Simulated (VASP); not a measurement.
# Ti3O5 (C2/m) in VASP: single point with PBEsol

Aim: the single point of Ti3O5 with PBEsol.

Everything below comes from runs of VASP 6.6.1. Logs are shortened: lines on timing, memory, paths and dates and some standing lists are left out, and cuts for length are marked.

**1. The cell of the first run**

Symmetry: C2/m, No. 12, monoclinic system. Conventional cell: a = 9.623 Å, b = 3.842 Å, c = 9.205 Å, α = 90.00°, β = 91.17°, γ = 90.00°. Ti (site symmetry m) has 6 O at 1.94 to 2.11 Å within 2.6 Å. Within 2.5 Å of Ti (site symmetry m) lie 6 O at 1.88 to 2.15 Å. Within 2.6 Å of Ti (site symmetry m) lie 6 O at 1.96 to 2.11 Å. O (site symmetry m) has 4 Ti at 1.98 to 2.11 Å within 2.6 Å. O (site symmetry m) has 3 Ti at 1.88 to 1.96 Å within 2.5 Å. O (site symmetry m) has 4 Ti at 1.95 to 2.11 Å within 2.6 Å. Within 2.6 Å of O (site symmetry m) lie 3 Ti at 1.95 to 1.99 Å. Within 2.6 Å of O (site symmetry m) lie 4 Ti at 1.96 to 2.15 Å.

**2. Single point, PBEsol**

Input file INCAR:

```
PREC = Accurate ; ENCUT = 520
EDIFF = 1E-6 ; ISMEAR = 0
SIGMA = 0.05 ; LREAL = Auto
LASPH = T ; NELM = 100
ALGO = Normal ; ISIF = 2
LWAVE = F ; LCHARG = T
GGA = PS ; LELF = T
LVHAR = T ; NBANDS = 80
```

Input file KPOINTS:

```
regular mesh
0
Gamma
  6 6 3
```

Input file POSCAR:

```
Ti3O5
1.0
    4.8116270002     -1.9210341175      0.0324507830
    4.8116270002      1.9210341175      0.0324507830
   -0.2493656764      0.0000000000      9.2013695247
Ti O
6 10
Direct
    0.0566795394      0.0566795394      0.3592011562
    0.9433204606      0.9433204606      0.6407988438
    0.7780001380      0.7780001380      0.2614431137
    0.2219998620      0.2219998620      0.7385568863
    0.1333587042      0.1333587042      0.0440014971
    0.8666412958      0.8666412958      0.9559985029
    0.9579981297      0.9579981297      0.1529113867
    0.0420018703      0.0420018703      0.8470886133
    0.8711637276      0.8711637276      0.4426131907
    0.1288362724      0.1288362724      0.5573868093
    0.2443133841      0.2443133841      0.2436816488
    0.7556866159      0.7556866159      0.7563183512
    0.5868557318      0.5868557318      0.3403843620
    0.4131442682      0.4131442682      0.6596156380
    0.6703853825      0.6703853825      0.0543731187
    0.3296146175      0.3296146175      0.9456268813
```

Potentials or basis: VASP PAW PBE potentials, release 64 (Ti_sv, O).

Launch:

```
$ cat potpaw_PBE.64/Ti_sv/POTCAR potpaw_PBE.64/O/POTCAR > POTCAR
$ mpirun -np 1 vasp_std > vasp.out
```

OUTCAR:

```text
PREC = Accurate
   ENCUT = 520
   EDIFF = 1E-6
   ISMEAR = 0
   LREAL = Auto
   LASPH = T
   NELM = 100
   ISIF = 2
   GGA = PS

 ion  position               nearest neighbor table
   1  0.057  0.057  0.359-  10 1.94  13 1.95  13 1.95   9 1.96   7 2.11  11 2.11   3 2.81   2 2.83

   2  0.943  0.943  0.641-   9 1.94  14 1.95  14 1.95  10 1.96   8 2.11  12 2.11   4 2.81   1 2.83

   3  0.778  0.778  0.261-   9 1.88  11 1.95  11 1.95  13 1.99   7 2.02  15 2.15   1 2.81
   4  0.222  0.222  0.739-  10 1.88  12 1.95  12 1.95  14 1.99   8 2.02  16 2.15   2 2.81
   5  0.133  0.133  0.044-  15 1.96  15 1.96   7 1.98   8 2.00  11 2.11  16 2.11   6 2.68
   6  0.867  0.867  0.956-  16 1.96  16 1.96   8 1.98   7 2.00  12 2.11  15 2.11   5 2.68
   7  0.958  0.958  0.153-   5 1.98   6 2.00   3 2.02   1 2.11
   8  0.042  0.042  0.847-   6 1.98   5 2.00   4 2.02   2 2.11
   9  0.871  0.871  0.443-   3 1.88   2 1.94   1 1.96
  10  0.129  0.129  0.557-   4 1.88   1 1.94   2 1.96
  11  0.244  0.244  0.244-   3 1.95   3 1.95   5 2.11   1 2.11
  12  0.756  0.756  0.756-   4 1.95   4 1.95   6 2.11   2 2.11
  13  0.587  0.587  0.340-   1 1.95   1 1.95   3 1.99
  14  0.413  0.413  0.660-   2 1.95   2 1.95   4 1.99
  15  0.670  0.670  0.054-   5 1.96   5 1.96   6 2.11   3 2.15
  16  0.330  0.330  0.946-   6 1.96   6 1.96   5 2.11   4 2.15

  LATTYP: Found a base centered monoclinic cell.
 ALAT       =     9.6234728539
 B/A-ratio  =     0.3992392656
 C/A-ratio  =     0.9564892077
 COS(beta)  =    -0.0203487530

  Lattice vectors:

 A1 = (   4.8116270002,  -1.9210341175,   0.0324507830)
 A2 = (   4.8116270002,   1.9210341175,   0.0324507830)
 A3 = (  -0.2493656764,   0.0000000000,   9.2013695247)

Analysis of symmetry for initial positions (statically):
=====================================================================
 Subroutine PRICEL returns:
 Original cell was already a primitive cell.

 Routine SETGRP: Setting up the symmetry group for a
 base centered monoclinic supercell.

 Subroutine GETGRP returns: Found  4 space group operations
 (whereof  4 operations were pure point group operations)
 out of a pool of  4 trial point group operations.

The static configuration has the point symmetry C_2h.

Analysis of symmetry for dynamics (positions and initial velocities):
=====================================================================
 Subroutine PRICEL returns:
 Original cell was already a primitive cell.

[... 141 lines left out ...]
   ISIF   =      2    stress and relaxation
   ISYM   =      2    0-nonsym 1-usesym 2-fastsym
   POTIM  = 0.5000    time-step for ionic-motion
   TEBEG  =    0.0;   TEEND  =   0.0 temperature during run
   PSTRESS=    0.0 pullay stress
   NELECT =     132.0000    total number of electrons
   NUPDOWN=      -1.0000    fix difference up-down
   EMIN   =  10.00;   EMAX   =-10.00  energy-range for DOS
   EFERMI =   0.00;   METHOD = LEGACY
   ISMEAR =     0;   SIGMA  =   0.05  broadening in eV -4-tet -1-fermi 0-gaus
   EFERMI_NEDOS =   21; number of points for ismear=-14 and -15
   IALGO  =     38    algorithm
   IMIX   =      4    mixing-type and parameters
     AMIX     =   0.40;   BMIX     =  1.00
     AMIX_MAG =   1.60;   BMIX_MAG =  1.00
  volume/ion in A,a.u.               =      10.63        71.76
  Fermi-wavevector in a.u.,A,eV,Ry     =   1.504307  2.842728 30.789168  2.262940
  Thomas-Fermi vector in A             =   2.615304
   LORBIT       =      0    0 simple, 1 ext, 2 COOP (PROOUT), +10 PAW based schemes
   GGA     = PS    functional components
   LHFCALC =     F    Hartree Fock is set to
   AEXX    =    0.0000 exact exchange contribution
   IVDW    =     0    specifies the selected vdW correction
   LEPSILON=     F    determine dielectric tensor
   LRPA    =     F    only Hartree local field effects (RPA)
 non-spin polarized calculation
 Gauss-broadening in eV      SIGMA  =   0.05
  energy-cutoff  :      520.00
  volume of cell :      170.13
 maximum number of plane-waves:      4595
 NGX is ok and might be reduce to    40
   NGX = 19   NGY = 19   NGZ = 35

 number of electron     132.0000000 magnetization

 Free energy of the ion-electron system (eV)
  ---------------------------------------------------
  ext. energy  EPLUGINS =         0.00000000
  ---------------------------------------------------
  free energy    TOTEN  =      -150.90511737 eV

  energy without entropy =     -150.89592584  energy(sigma->0) =     -150.90052161

 E-fermi :   7.5481     XC(G=0): -11.6760

 val. band max:        7.5465116666   @ k =   0.3333   0.1667   0.0000
 cond. band min:       7.5495499874   @ k =  -0.3333   0.0000   0.3333
 fundamental gap:      0.0030383208
 Fermi energy:         7.5480668449

 k-point     1 :       0.0000    0.0000    0.0000
  band No.  band energies     occupation
      1     -50.7412      2.00000
      2     -50.7365      2.00000
      3     -50.5897      2.00000
      4     -50.5585      2.00000
      5     -50.5295      2.00000
      6     -50.4473      2.00000
[... 1933 lines left out ...]
     77       8.9662      0.00000
     78       9.1094      0.00000

 [... further k-points ...]

 [bands above 78 left out]

------------------------ aborting loop because EDIFF is reached ----------------------------------------

  FORCE on cell =-STRESS in cart. coord.  units (eV):
  Direction    XX          YY          ZZ          XY          YZ          ZX
  --------------------------------------------------------------------------------------
  -------------------------------------------------------------------------------------
  Total        0.7378996      0.6829570      0.6832688      0.0000000      0.0000000      0.0001717
  in kB        6.9489464      6.4315414      6.4344782      0.0000000      0.0000000      0.0016169
  external PRESSURE =       6.6049887 kB  Pullay stress =       0.0000000 kB

 VOLUME and BASIS-vectors are now :
 -----------------------------------------------------------------------------
  energy-cutoff  :      520.00
  volume of cell :      170.13
      direct lattice vectors                 reciprocal lattice vectors
     4.811627000 -1.921034118  0.032450783     0.103895965 -0.260276481  0.002815677
     4.811627000  1.921034118  0.032450783     0.103895965  0.260276481  0.002815677
    -0.249365676  0.000000000  9.201369525    -0.000732827  0.000000000  0.108659614

 POSITION                                       TOTAL-FORCE (eV/Angst)
 -----------------------------------------------------------------------------------
      0.45587      0.00000      3.30882         0.012213      0.000000     -0.021622
      8.91802      0.00000      5.95745        -0.012213      0.000000      0.021622
      7.42170      0.00000      2.45613         0.002854      0.000000     -0.027234
      1.95219      0.00000      6.81014        -0.002854      0.000000      0.027234
      1.27237      0.00000      0.41353         0.008644      0.000000      0.002135
      8.10152      0.00000      8.85274        -0.008644      0.000000     -0.002135
[... 8 lines left out ...]
      6.43773      0.00000      0.54382        -0.016972      0.000000     -0.004214
      2.93616      0.00000      8.72245         0.016972      0.000000      0.004214
 -----------------------------------------------------------------------------------
    total drift:                                0.000000     -0.000000      0.000000

  FREE ENERGIE OF THE ION-ELECTRON SYSTEM (eV)
  ---------------------------------------------------
  free  energy   TOTEN  =      -150.9051173741 eV

  energy  without entropy=     -150.8959258379  energy(sigma->0) =     -150.90052161
```

OSZICAR:

```text
N       E                     dE             d eps       ncg     rms          rms(c)
DAV:   1     0.219559570507E+04    0.21956E+04   -0.64792E+04  5440   0.200E+03
DAV:   2     0.289656128751E+03   -0.19059E+04   -0.18296E+04  5440   0.634E+02
DAV:   3    -0.146355186674E+03   -0.43601E+03   -0.42484E+03  7192   0.260E+02
[... 10 lines left out ...]
DAV:  14    -0.150905103124E+03    0.29414E-05   -0.32874E-03  8056   0.316E-01    0.736E-02
DAV:  15    -0.150905090032E+03    0.13092E-04   -0.62492E-04  8448   0.142E-01    0.312E-02
DAV:  16    -0.150905116023E+03   -0.25992E-04   -0.14131E-04  7272   0.665E-02    0.140E-02
DAV:  17    -0.150905115572E+03    0.45146E-06   -0.23554E-05  7600   0.259E-02    0.602E-03
DAV:  18    -0.150905117505E+03   -0.19335E-05   -0.59894E-06  5568   0.111E-02    0.400E-03
DAV:  19    -0.150905117374E+03    0.13119E-06   -0.14033E-06  3856   0.786E-03
   1 F= -.15090512E+03 E0= -.15090052E+03  d E =-.919154E-02
```

stdout:

```text
POSCAR found type information on POSCAR TiO
 POSCAR found :  2 types and      16 ions
 scaLAPACK will be used
 -----------------------------------------------------------------------------
|                                                                             |
|                                                                             |
|     You enforced a specific xc type in the INCAR file but a different       |
|     I HOPE YOU KNOW WHAT YOU ARE DOING!                                     |
|                                                                             |
 -----------------------------------------------------------------------------

 LDA part: xc-table for (Slater+PW92), standard interpolation
 POSCAR, INCAR and KPOINTS ok, starting setup
 FFT: planning ... GRIDC
 FFT: planning ... GRID_SOFT
 FFT: planning ... GRID
 WAVECAR not read
 entering main loop
```

Wall time 9.8 min (1 thread of Intel Xeon Platinum 8559C (Emerald Rapids), shared host); peak memory 0.5 GiB.

Results:

```
Free energy            : -150.9051 eV
Pressure               : 0.7 GPa
Largest force          : 0.048 eV/Å
Band gap on the k mesh : zero (band 66 reaches 8.04 eV, above the bottom of band 67 at 7.39 eV)
```

Forces on the atoms (eV/Å):
```
Ti   0.012  0.000 -0.022
Ti  -0.012  0.000  0.022
Ti   0.003  0.000 -0.027
Ti  -0.003  0.000  0.027
Ti   0.009  0.000  0.002
Ti  -0.009  0.000 -0.002
O   -0.005  0.000  0.010
O    0.005  0.000 -0.010
O   -0.031  0.000  0.036
O    0.031  0.000 -0.036
O    0.016  0.000  0.004
O   -0.016  0.000 -0.004
O   -0.022  0.000  0.013
O    0.022  0.000 -0.013
O   -0.017  0.000 -0.004
O    0.017  0.000  0.004
```

Levels at points of the mesh, in eV from the Fermi level:
```tsv
k point	band 63	band 64	band 65	band 66	band 67	band 68	band 69	band 70
(0.00, 0.00, 0.00)	-3.40	-3.27	-0.76	-0.55	0.27	0.28	0.69	0.73
(0.50, 0.00, 0.00)	-3.35	-3.34	-1.02	0.45	0.67	0.70	1.04	1.11
(0.50, 0.50, 0.00)	-3.57	-3.38	-1.20	-0.23	-0.09	0.20	0.20	0.55
```

Caveat: the PAW data sets were made with another functional, which shifts forces and pressure a little; semilocal functionals often make such compounds metallic where correlation or magnetic order opens a gap, which also shifts bond lengths.
